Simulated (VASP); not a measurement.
# AgCl: single point with PBE

Crystal: AgCl.

```xyz
2
Lattice="3.4058 0.0391 0.0391 0.0391 3.4058 0.0391 0.0391 0.0391 3.4058" Properties=species:S:1:pos:R:3 pbc="T T T"
Ag    0.0000    0.0000    0.0000
Cl    1.7420    1.7420    1.7420
```

This cell differs from its parent crystal: epitaxial 111 strain -0.9%.

```
Program             : VASP 6.6.1
Task                : single point
Functional          : PBE
Potentials or basis : VASP PAW PBE potentials, release 64 (Ag, Cl)
Cutoff              : 520 eV
k mesh              : 8 × 8 × 8
Occupations         : fermi-dirac, width 0.02 eV
Spin                : no spin polarisation
```

The pressure is 1.0 GPa and the band gap on the k mesh is 0.52 eV (least direct gap 2.07 eV).

Stress tensor (GPa, compression positive):
```
1.02 0.26 0.26
0.26 1.02 0.26
0.26 0.26 1.02
```

Levels at points of the mesh, in eV from the valence-band top:
| k point | band 5 | band 6 | band 7 | band 8 | band 9 | band 10 | band 11 | band 12 | band 13 | band 14 |
| --- | --- | --- | --- | --- | --- | --- | --- | --- | --- | --- |
| (0.00, 0.00, 0.00) | -1.91 | -1.88 | -1.71 | -1.71 | -1.56 | 0.52 | 9.34 | 9.34 | 13.47 | 13.93 |
| (0.50, 0.00, 0.00) | -2.72 | -1.85 | -1.52 | -0.14 | 0.00 | 4.85 | 5.57 | 9.21 | 9.95 | 10.03 |
| (0.50, 0.50, 0.00) | -2.23 | -2.21 | -2.18 | -1.59 | -1.01 | 2.72 | 8.84 | 9.10 | 10.56 | 13.62 |
| (0.50, 0.50, 0.50) | -1.57 | -1.57 | -0.35 | -0.19 | -0.19 | 4.46 | 4.76 | 4.76 | 6.83 | 17.31 |

Wall time 66 s on 1 thread of Intel Xeon 8259CL (shared host), peak memory 0.18 GiB.

Caveat: the cell differs from its parent crystal (epitaxial 111 strain -0.9%). A k mesh can miss the band edges.
